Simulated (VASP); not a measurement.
A run of VASP 6.6.1:

INCAR

```
SYSTEM = Hf4C
  ALGO = Normal
  EDIFF = 1E-6
  ENCUT = 520
  GGA = PE
  ISIF = 2
  ISMEAR = 0
  LASPH = .True.
  LCHARG = .False.
  LREAL = .False.
  LWAVE = .False.
  NBANDS = 30
  NELM = 60
  PREC = Accurate
  SIGMA = 0.1
```

The input KPOINTS:

```
k-points
0
Gamma
  4 4 4
  0 0 0
```

Contents of POSCAR:

```
Hf4C
1.0
   -3.0625374200      3.0625374200      3.0625374200
    3.0625374200     -3.0625374200      3.0625374200
    3.0625374200      3.0625374200     -3.0625374200
Hf C
4 1
Direct
    0.3495999900      0.3495999900      0.3495999900
    0.6504000100      0.0000000000      0.0000000000
    0.0000000000      0.0000000000      0.6504000100
    0.0000000000      0.6504000100      0.0000000000
    0.0000000000      0.0000000000      0.0000000000
```

Potentials or basis: VASP PAW PBE potentials, release 64 (Hf_pv, C).

Command:

```bash
$ cat potpaw_PBE.64/Hf_pv/POTCAR potpaw_PBE.64/C/POTCAR > POTCAR
$ mpirun -np 1 vasp_std > vasp.out
```

Hardware: 1 thread of Intel Xeon 8259CL (shared host).

How long does it take, and how much memory?

It took 47 s on 1 thread of Intel Xeon 8259CL, with other jobs on the host, peak memory 0.25 GiB. Counts: scf iterations 14, k points 8.
